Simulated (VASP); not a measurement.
Write the native input for VASP 6.6.1 that does the following.

```yaml
Task: single point
Functional: PBE
Potentials_or_basis: VASP PAW PBE potentials, release 64 (Co, O)
Cutoff: 520 eV
k_mesh: 18 × 18 × 18
Occupations: gaussian, width 0.05 eV
Spin: collinear spin, ferromagnetic start
Starting_moments: "[3.0, 1.0] μB"
Dipole_correction: no
Further_INCAR_settings: ALGO = Normal; EDIFF = 1e-06; NBANDS = 18
```

The structure of CoO lies in POSCAR:

```
CoO
1.0
    1.5054695400      0.8691832500      2.4399269100
   -1.5054695400      0.8691832500      2.4399269100
    0.0000000000     -1.7383664900      2.4399269100
Co O
1 1
Direct
    0.0000000000      0.0000000000      0.0000000000
    0.5000000000      0.5000000000      0.5000000000
```

One way to write it, as run:

INCAR

```
SYSTEM = CoO
PREC = Accurate
ENCUT = 520
EDIFF = 1E-6
ISMEAR = 0
SIGMA = 0.05
LREAL = .FALSE.
LASPH = .TRUE.
NELM = 150
ALGO = Normal
ISIF = 2
LWAVE = .FALSE.
LCHARG = .FALSE.
ISPIN = 2
MAGMOM = 3 1
LORBIT = 11
LMAXMIX = 4
GGA = PE
NBANDS = 18
```

KPOINTS

```
regular mesh
0
G
  18 18 18
  0 0 0
```

Potentials or basis: VASP PAW PBE potentials, release 64 (Co, O).

Run with:

```bash
$ cat potpaw_PBE.64/Co/POTCAR potpaw_PBE.64/O/POTCAR > POTCAR
$ mpirun -np 1 vasp_std > vasp.out
```

It gave:

* Pressure: -0.6 GPa
* Net moment: 2.91 μB per cell
* Site moments: Co +2.56; O +0.30 μB
* Valence electrons inside the program's atomic spheres: Co 7.81; O 4.98

Caveat: a cell with one magnetic atom can't hold antiferromagnetic order, which such compounds often take.

Wall time 13 min on 1 thread of Oxide Virtual Turin-like Processor, on a shared host, peak memory 0.36 GiB.
